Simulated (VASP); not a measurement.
Wanted: the native input for a VASP 6.6.1 run.

```
Task                   : single point
Functional             : PBE
Potentials or basis    : VASP PAW PBE potentials, release 64 (C, Se)
Cutoff                 : 520 eV
k mesh                 : 2 × 2 × 1
Occupations            : fermi-dirac, width 0.05 eV
Spin                   : no spin polarisation
Dipole correction      : no
Further INCAR settings : LREAL = Auto; ALGO = Normal; EDIFF = 1e-06; NBANDS = 54
```

The structure of C18Se lies in POSCAR:

```
C18Se
1.0
    7.3980000000      0.0000000000      0.0000000000
   -3.6990000000      6.4068560000      0.0000000000
    0.0000000000      0.0000000000     13.0000000000
C Se
18 1
Direct
   -0.0068341497     -0.0041881697      0.0698112308
    0.2153910411      0.1069277973      0.0717352308
   -0.0062436942      0.3289757098      0.0740065385
    0.2153759009      0.4403990038      0.0724950769
   -0.0063326055      0.6630971572      0.0732546923
    0.2154252794      0.7732382310      0.0717557692
    0.3259257140     -0.0051961524      0.0727131538
    0.5467701039      0.1029784344      0.0783686923
    0.3257130439      0.3292379289      0.0735895385
    0.5470206144      0.4420901609      0.0796940769
    0.3263812656      0.6623197088      0.0728961538
    0.5480449394      0.7731731445      0.0713939231
    0.6592063982     -0.0051113994      0.0725165385
    0.8820238599      0.1070601556      0.0716140769
    0.6591423457      0.3284277031      0.0922003077
    0.8851557770      0.4418549441      0.0808666923
    0.6594909524      0.6628402449      0.0726360000
    0.8820348607      0.7734595565      0.0709402308
    0.6698294468      0.3425299398      0.2558775385
```

One way to write it, as run:

INCAR

```
PREC = Accurate
ENCUT = 520
EDIFF = 1E-6
ISMEAR = -1
SIGMA = 0.05
LREAL = Auto
LASPH = True
NELM = 60
ALGO = Normal
ISIF = 2
LWAVE = False
LCHARG = False
GGA = PE
NBANDS = 54
```

KPOINTS

```
regular mesh
0
Gamma
  2 2 1
```

Potentials or basis: VASP PAW PBE potentials, release 64 (C, Se).

Run with:

```sh
$ cat potpaw_PBE.64/C/POTCAR potpaw_PBE.64/Se/POTCAR > POTCAR
$ mpirun -np 1 vasp_std > vasp.out
```

It gave:

The largest force is 0.039 eV/Å and the band gap on the k mesh is 0.13 eV.

Caveat: the k points lie up to 0.49 Å⁻¹ apart.

It took 2.7 min on 1 thread of Intel(R) Xeon(R) 6975P-C (Granite Rapids), on a shared host, peak memory 0.63 GiB.
